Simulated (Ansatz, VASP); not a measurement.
## KCl: VASP beside Ansatz

Contents of INCAR:

```
SYSTEM = KCl
  PREC = Accurate
  ENCUT = 520
  EDIFF = 1E-6
  ISMEAR = -1
  SIGMA = 0.02
  LREAL = .False.
  LASPH = .True.
  NELM = 100
  ALGO = Normal
  ISIF = 2
  LWAVE = .False.
  LCHARG = .False.
  GGA = PE
  NBANDS = 15
```

The input KPOINTS:

```
Automatic mesh
0
Gamma
  7 7 7
  0 0 0
```

POSCAR

```
KCl
1.0
    3.5613200000      0.0000000000      0.0000000000
    0.0000000000      3.5613200000      0.0000000000
    0.0000000000      0.0000000000      3.6340000000
K Cl
1 1
Direct
    0.0000000000      0.0000000000      0.0000000000
    0.5000000000      0.5000000000      0.5000000000
```

Input for Ansatz:

```yaml
crystal:
  lattice:
    - [3.56132, 0.0, 0.0]
    - [0.0, 3.56132, 0.0]
    - [0.0, 0.0, 3.634]
  atoms:
    - { symbol: K, position: [0.0, 0.0, 0.0] }
    - { symbol: Cl, position: [0.5, 0.5, 0.5] }
kpoints:
  mp_grid: { grid: [7, 7, 7] }
  band_path:
    path:
      - [0.0, 0.0, 0.0]
      - [0.0, 0.5, 0.0]
      - [0.5, 0.5, 0.0]
      - [0.0, 0.0, 0.0]
      - [0.0, 0.0, 0.5]
      - [0.0, 0.5, 0.5]
      - [0.5, 0.5, 0.5]
      - [0.0, 0.0, 0.5]
      - [0.0, 0.5, 0.0]
    npoints: 5
scf:
  occupations: { method: fermi_dirac, width: 0.02 }
hamiltonian:
  xc: pbe
  pseudopotentials: { kind: all_electron, lapw: { basis_error: 0.0005 } }
output:
  forces: true
  stress: true
  eigenvalues: true
```

Change from the starting cell: equal xx and yy strain of -2 %.

Alike in both runs: task single point; functional PBE; k mesh 7 × 7 × 7; occupations fermi-dirac, width 0.02 eV; no spin polarisation.

|  | VASP | Ansatz |
| --- | --- | --- |
| version | VASP 6.6.1 | Ansatz 0.2.0 |
| potentials or method | VASP PAW PBE potentials, release 64 (K_sv, Cl), cutoff 520 eV | all-electron LAPW, scalar-relativistic |

Ansatz gave:

```
gap on the k mesh at the Fermi level (eV)                     : 5.79
pressure (GPa)                                                : 6.1
traceless stress, the component that is largest in VASP (GPa) : -0.73
```

Estimate VASP's values.

gap on the k mesh at the Fermi level (eV): 5.78; pressure (GPa): 6.2; traceless stress, the component that is largest in VASP (GPa): -0.73.

Ansatz ran all-electron here, and VASP with PAW potentials.
